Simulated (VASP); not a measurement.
# GaP (F-43m) in VASP: a series of runs, part 2 of 2

VASP 6.6.1. Earlier steps stand in the parts before.

## Step 4: Single point, r2SCAN+D4

This run uses another cell than the first one, of 20.01 Å³/atom, 0.989 times its volume.

Contents of POSCAR:

```
GaP
1.0
    0.0000000000      2.7150428724      2.7150428724
    2.7150428724      0.0000000000      2.7150428724
    2.7150428724      2.7150428724      0.0000000000
Ga P
1 1
Direct
    0.0000000000      0.0000000000      0.0000000000
    0.7500000000      0.7500000000      0.7500000000
```

Contents of INCAR.step1:

```
SYSTEM = GaP
  PREC = Accurate
  ENCUT = 520
  ISMEAR = -1
  SIGMA = 0.05
  LREAL = .False.
  LASPH = .True.
  NELM = 60
  NBANDS = 16
  GGA = PE
  ALGO = Normal
  EDIFF = 1E-4
  LWAVE = .True.
  LCHARG = .False.
```

Contents of INCAR.step2:

```
SYSTEM = GaP
  PREC = Accurate
  ENCUT = 520
  EDIFF = 1E-6
  ISMEAR = -1
  SIGMA = 0.05
  LREAL = .False.
  LASPH = .True.
  NELM = 60
  ALGO = Normal
  ISIF = 2
  LWAVE = .False.
  LCHARG = .False.
  METAGGA = R2SCAN
  LMIXTAU = .True.
  IVDW = 13
  VDW_S6 = 1.0
  VDW_S8 = 0.6018749
  VDW_A1 = 0.51559235
  VDW_A2 = 5.77342911
  NBANDS = 16
  ISTART = 1
```

Contents of KPOINTS:

```
Automatic mesh
0
Gamma
  8 8 8
  0 0 0
```

Potentials or basis: VASP PAW PBE potentials, release 64 (Ga_d, P).

The run is started by

```console
$ cat potpaw_PBE.64/Ga_d/POTCAR potpaw_PBE.64/P/POTCAR > POTCAR
$ cp INCAR.step1 INCAR
$ mpirun -np 1 vasp_std > vasp.out
$ cp INCAR.step2 INCAR
$ mpirun -np 1 vasp_std > vasp.out
```

OUTCAR:

```text
SYSTEM = GaP
   PREC = Accurate
   ENCUT = 520
   EDIFF = 1E-6
   ISMEAR = -1
   LREAL = .False.
   LASPH = .True.
   NELM = 60
   ISIF = 2
   METAGGA = R2SCAN
   IVDW = 13
   ISTART = 1

 ion  position               nearest neighbor table
   1  0.000  0.000  0.000-   2 2.35   2 2.35   2 2.35   2 2.35
   2  0.750  0.750  0.750-   1 2.35   1 2.35   1 2.35   1 2.35

  LATTYP: Found a face centered cubic cell.
 ALAT       =     5.4300857448

  Lattice vectors:

 A1 = (   0.0000000000,   2.7150428724,   2.7150428724)
 A2 = (   2.7150428724,   0.0000000000,   2.7150428724)
 A3 = (   2.7150428724,   2.7150428724,   0.0000000000)

Analysis of symmetry for initial positions (statically):
[... 5 lines left out ...]
 face centered cubic supercell.

 Subroutine GETGRP returns: Found 24 space group operations
 (whereof 24 operations were pure point group operations)
 out of a pool of 48 trial point group operations.

The static configuration has the point symmetry T_d .

Analysis of symmetry for dynamics (positions and initial velocities):
[... 5 lines left out ...]
 face centered cubic supercell.

 Subroutine GETGRP returns: Found 24 space group operations
 (whereof 24 operations were pure point group operations)
 out of a pool of 48 trial point group operations.
[... 148 lines left out ...]

 E-fermi :   5.5025     XC(G=0): -10.6040

 val. band max:        4.5786295663   @ k =   0.0000   0.0000   0.0000
 cond. band min:       6.4633996280   @ k =   0.3750   0.3750   0.0000
 fundamental gap:      1.8847700617
 Fermi energy:         5.5025294150

 k-point     1 :       0.0000    0.0000    0.0000
  band No.  band energies     occupation
      1     -10.4298      2.00000
      2     -10.4298      2.00000
      3     -10.4298      2.00000
      4     -10.3125      2.00000
      5     -10.3125      2.00000
      6      -8.5311      2.00000
[... 433 lines left out ...]
      3     -10.3815      2.00000
      4     -10.3182      2.00000
      5     -10.3045      2.00000
      6      -5.9011      2.00000
[... 8 lines left out ...]
     15      17.2895      0.00000
     16      17.8999      0.00000

 [... further k-points ...]

------------------------ aborting loop because EDIFF is reached ----------------------------------------

  DFT-D4 for vdW energy calculation

  Edisp (eV):   -0.29416

  FORCE on cell =-STRESS in cart. coord.  units (eV):
  Direction    XX          YY          ZZ          XY          YZ          ZX
  --------------------------------------------------------------------------------------
  -------------------------------------------------------------------------------------
  Total      -0.01221    -0.01221    -0.01221     0.00000     0.00000    -0.00000
  in kB      -0.48865    -0.48865    -0.48865     0.00000     0.00000    -0.00000
  external pressure =       -0.49 kB  Pullay stress =        0.00 kB

 VOLUME and BASIS-vectors are now :
 -----------------------------------------------------------------------------
  energy-cutoff  :      520.00
  volume of cell :       40.03
      direct lattice vectors                 reciprocal lattice vectors
     0.000000000  2.715042872  2.715042872    -0.184159155  0.184159155  0.184159155
     2.715042872  0.000000000  2.715042872     0.184159155 -0.184159155  0.184159155
     2.715042872  2.715042872  0.000000000     0.184159155  0.184159155 -0.184159155

 POSITION                                       TOTAL-FORCE (eV/Angst)
 -----------------------------------------------------------------------------------
      0.00000      0.00000      0.00000         0.000000      0.000000      0.000000
      4.07256      4.07256      4.07256        -0.000000     -0.000000     -0.000000
 -----------------------------------------------------------------------------------
    total drift:                               -0.000012     -0.000012     -0.000012

  FREE ENERGIE OF THE ION-ELECTRON SYSTEM (eV)
  ---------------------------------------------------
  free  energy   TOTEN  =       -21.7558748786 eV

  energy  without entropy=      -21.7558748783  energy(sigma->0) =      -21.75587488
```

OSZICAR.step1:

```text
N       E                     dE             d eps       ncg     rms          rms(c)
DAV:   1     0.805909405785E+02    0.80591E+02   -0.90103E+03   952   0.162E+03
DAV:   2    -0.304628169506E+01   -0.83637E+02   -0.79421E+02  1088   0.313E+02
DAV:   3    -0.928174339202E+01   -0.62355E+01   -0.62159E+01  1136   0.661E+01
DAV:   4    -0.937851399988E+01   -0.96771E-01   -0.96750E-01  1136   0.882E+00
DAV:   5    -0.938040441767E+01   -0.18904E-02   -0.18902E-02  1168   0.108E+00    0.430E+00
DAV:   6    -0.913497964550E+01    0.24542E+00   -0.37890E-01  1424   0.106E+01    0.286E+00
DAV:   7    -0.910684902385E+01    0.28131E-01   -0.97370E-02  1256   0.211E+00    0.113E+00
DAV:   8    -0.910712842663E+01   -0.27940E-03   -0.13481E-02  1088   0.140E+00    0.207E-01
DAV:   9    -0.910752710949E+01   -0.39868E-03   -0.13218E-03  1208   0.491E-01    0.784E-02
DAV:  10    -0.910759422878E+01   -0.67119E-04   -0.87168E-05   960   0.121E-01
   1 F= -.91075942E+01 E0= -.91075942E+01  d E =-.351689E-08
```

It took 48 s on 1 thread of Intel Xeon 6975P-C (Granite Rapids), shared host; peak memory 0.17 GiB.

Results:

```
Free energy                : -21.7559 eV
Pressure                   : 0.0 GPa
Band gap on the k mesh     : 1.88 eV, indirect (least direct gap 2.44 eV)
Dispersion energy per atom : -0.147 eV
```

Levels at points of the mesh, in eV from the valence-band top:
| k point | band 5 | band 6 | band 7 | band 8 | band 9 | band 10 | band 11 | band 12 | band 13 | band 14 |
| --- | --- | --- | --- | --- | --- | --- | --- | --- | --- | --- |
| (0.00, 0.00, 0.00) | -14.89 | -13.11 | 0.00 | 0.00 | 0.00 | 2.44 | 4.19 | 4.19 | 4.19 | 9.52 |
| (0.50, 0.00, 0.00) | -14.88 | -10.91 | -6.91 | -1.19 | -1.19 | 2.08 | 5.05 | 5.05 | 8.86 | 11.73 |
| (0.50, 0.50, 0.00) | -14.87 | -9.96 | -7.01 | -2.84 | -2.84 | 1.89 | 2.09 | 11.44 | 11.44 | 12.12 |

Caveat: the PAW data sets were made with another functional, which shifts forces and pressure a little.

## Step 5: Single point, r2SCAN

Contents of POSCAR:

```
GaP
1.0
    0.0000000000      2.7252500000      2.7252500000
    2.7252500000      0.0000000000      2.7252500000
    2.7252500000      2.7252500000      0.0000000000
Ga P
1 1
Direct
    0.0000000000      0.0000000000      0.0000000000
    0.7500000000      0.7500000000      0.7500000000
```

Contents of INCAR.step1:

```
PREC = Accurate
ENCUT = 520
ISMEAR = -1
SIGMA = 0.05
LREAL = F
LASPH = T
NELM = 80
NBANDS = 16
GGA = PE
ALGO = Normal
EDIFF = 1E-4
LWAVE = T
LCHARG = F
```

Contents of INCAR.step2:

```
PREC = Accurate
ENCUT = 520
EDIFF = 1E-6
ISMEAR = -1
SIGMA = 0.05
LREAL = F
LASPH = T
NELM = 80
ALGO = Normal
ISIF = 2
LWAVE = F
LCHARG = F
METAGGA = R2SCAN
LMIXTAU = T
NBANDS = 16
ISTART = 1
```

Contents of KPOINTS:

```
regular mesh
0
Gamma
  8 8 8
```

The run is started by

```console
$ cat potpaw_PBE.64/Ga_d/POTCAR potpaw_PBE.64/P/POTCAR > POTCAR
$ cp INCAR.step1 INCAR
$ mpirun -np 1 vasp_std > vasp.out
$ cp INCAR.step2 INCAR
$ mpirun -np 1 vasp_std > vasp.out
```

Run time: 56 s. Hardware: 1 thread of Intel Xeon 6975P-C (Granite Rapids), shared host; peak memory 0.17 GiB.

The run converged. Its results:

| Property | Result |
| --- | --- |
| Free energy | -21.4631 eV |
| Pressure | 0.0 GPa |
| Band gap on the k mesh | 1.90 eV, indirect (least direct gap 2.34 eV) |

Levels at points of the mesh, in eV from the valence-band top:
```tsv
k point	band 7	band 8	band 9	band 10	band 11	band 12
(0.00, 0.00, 0.00)	0.00	0.00	0.00	2.34	4.19	4.19
(0.50, 0.00, 0.00)	-6.84	-1.17	-1.17	2.04	5.06	5.06
(0.50, 0.50, 0.00)	-6.96	-2.80	-2.80	1.91	2.10	11.35
```

Caveat: the PAW data sets were made with another functional, which shifts forces and pressure a little.

## Step 6: Relaxation of cell and atoms, PBE+D4

Contents of INCAR:

```
SYSTEM = GaP
ALGO     = Normal         ! electronic algorithm
EDIFF    = 1E-6           ! SCF threshold, eV
EDIFFG   = -0.01          ! ionic threshold
ENCUT    = 600            ! plane-wave cutoff, eV
GGA      = PE             ! functional
IBRION   = 2              ! ionic algorithm
ISIF     = 3              ! what is computed and relaxed
ISMEAR   = -1             ! smearing method
IVDW     = 13             ! dispersion correction
LASPH    = .TRUE.         ! aspherical terms in the spheres
LCHARG   = .FALSE.        ! write CHGCAR
LREAL    = .FALSE.        ! projectors in reciprocal space
LWAVE    = .FALSE.        ! write WAVECAR
NELM     = 100            ! most SCF steps
NSW      = 60             ! ionic steps
PREC     = Accurate       ! precision mode
SIGMA    = 0.05           ! smearing width, eV
```

Contents of KPOINTS:

```
k-points
0
G
  8 8 8
  0 0 0
```

POSCAR is that of step 5.

Potentials or basis: VASP PAW PBE potentials, release 64 (Ga_d, P).

The run is started by

```console
$ cat potpaw_PBE.64/Ga_d/POTCAR potpaw_PBE.64/P/POTCAR > POTCAR
$ mpirun -np 1 vasp_std > vasp.out
```

It took 18 s on 1 thread of Intel Xeon 6975P-C (Granite Rapids), shared host; peak memory 0.19 GiB.

The run converged. Its results:

- Free energy: -9.9434 eV
- Relaxed volume: 20.04 Å³/atom
- Relaxed cell: a = 3.841 Å, b = 3.841 Å, c = 3.841 Å, α = 60.00°, β = 60.00°, γ = 60.00°
- Space group after relaxing (to 0.05 Å): F-43m (No. 216)
- Energy gained by relaxing: 0.5 meV/atom
- Ionic steps: 3
- Pressure after relaxing: -0.1 GPa
- Band gap on the k mesh: 1.63 eV, indirect (least direct gap 1.91 eV)
- Dispersion energy per atom: -0.417 eV

Step by step:
| step | energy change (eV) | largest force (eV/Å) | pressure (GPa) | volume (Å³) |
| --- | --- | --- | --- | --- |
| 1 | 0.0000 | 0.0000 | -0.88 | 40.48 |
| 2 | -0.0007 | 0.0000 | 0.55 | 39.83 |
| 3 | -0.0011 | 0.0000 | -0.06 | 40.08 |

Final structure:
```
Ga P
1.0
     0.00000    2.71619    2.71619
     2.71619    0.00000    2.71619
     2.71619    2.71619    0.00000
Ga P
1 1
Direct
  0.00000 0.00000 0.00000
  0.75000 0.75000 0.75000
```

Levels at points of the mesh, in eV from the valence-band top:
| k point | band 5 | band 6 | band 7 | band 8 | band 9 | band 10 | band 11 | band 12 | band 13 |
| --- | --- | --- | --- | --- | --- | --- | --- | --- | --- |
| (0.00, 0.00, 0.00) | -14.47 | -12.57 | 0.00 | 0.00 | 0.00 | 1.91 | 3.89 | 3.89 | 3.89 |
| (0.50, 0.00, 0.00) | -14.46 | -10.47 | -6.69 | -1.13 | -1.13 | 1.70 | 4.72 | 4.72 | 8.31 |
| (0.50, 0.50, 0.00) | -14.44 | -9.56 | -6.80 | -2.72 | -2.72 | 1.63 | 1.81 | 10.67 | 10.67 |

A k mesh can miss the band edges. A hybrid or GW would open this gap; PBE tends to underestimate it.

## Step 7: Summary

```tsv
task	level	cell	cutoff (eV)	gap on the mesh (eV)	pressure (GPa)
single point	BLYP+D3(BJ)	a = 3.854 Å, angles 60.0°, 2 atoms	520	1.68	0.2
single point	revPBE	a = 3.918 Å, angles 60.0°, 2 atoms	520	1.52	-0.1
single point	r2SCAN+D4	a = 3.840 Å, angles 60.0°, 2 atoms	520	1.88	0.0
single point	r2SCAN	a = 3.854 Å, angles 60.0°, 2 atoms	520	1.90	0.0
relaxation of cell and atoms	PBE+D4	relaxed from a = 3.854 Å, angles 60.0°, 2 atoms	600	1.63	-0.1
```

Alike in all rows: potentials or basis VASP PAW PBE potentials, release 64 (Ga_d, P); no spin polarisation; k mesh 8 × 8 × 8; smearing fermi-dirac 0.05 eV.

Caveats: the PAW data sets were made with another functional, which shifts forces and pressure a little (some runs).

Absolute energies hang on the potentials; compare differences alone.

## Step 8: Against experiment

Step 2. Measured gap of GaP: 2.34 eV (indirect; 10 K; quoted in “Stacking defects in GaP nanowires: Electronic structure and optical properties”, 2018, arxiv:1810.01194). This calculation gives 1.68 eV (-0.66 eV). Spin-orbit coupling on Ga is left out. The value is that of BLYP+D3(BJ) on a finite k mesh, which can miss the band edges, without temperature or zero-point motion. Semilocal functionals fall short of measured gaps as a rule.

Step 3. Against the measured gap of GaP, 2.34 eV (indirect; 10 K; quoted in “Stacking defects in GaP nanowires: Electronic structure and optical properties”, 2018, arxiv:1810.01194), the calculated 1.52 eV is off by -0.82 eV. Spin-orbit coupling on Ga is left out. The value is that of revPBE on a finite k mesh, which can miss the band edges, without temperature or zero-point motion. Semilocal functionals fall short of measured gaps as a rule.

Step 4. Measured gap of GaP: 2.34 eV (indirect; 10 K; quoted in “Stacking defects in GaP nanowires: Electronic structure and optical properties”, 2018, arxiv:1810.01194). This calculation gives 1.88 eV (-0.46 eV). Spin-orbit coupling on Ga is left out. The value is that of r2SCAN+D4 on a finite k mesh, which can miss the band edges, without temperature or zero-point motion.

Step 5. Against the measured gap of GaP, 2.34 eV (indirect; 10 K; quoted in “Stacking defects in GaP nanowires: Electronic structure and optical properties”, 2018, arxiv:1810.01194), the calculated 1.90 eV is off by -0.44 eV. Spin-orbit coupling on Ga is left out. The value is that of r2SCAN on a finite k mesh, which can miss the band edges, without temperature or zero-point motion.
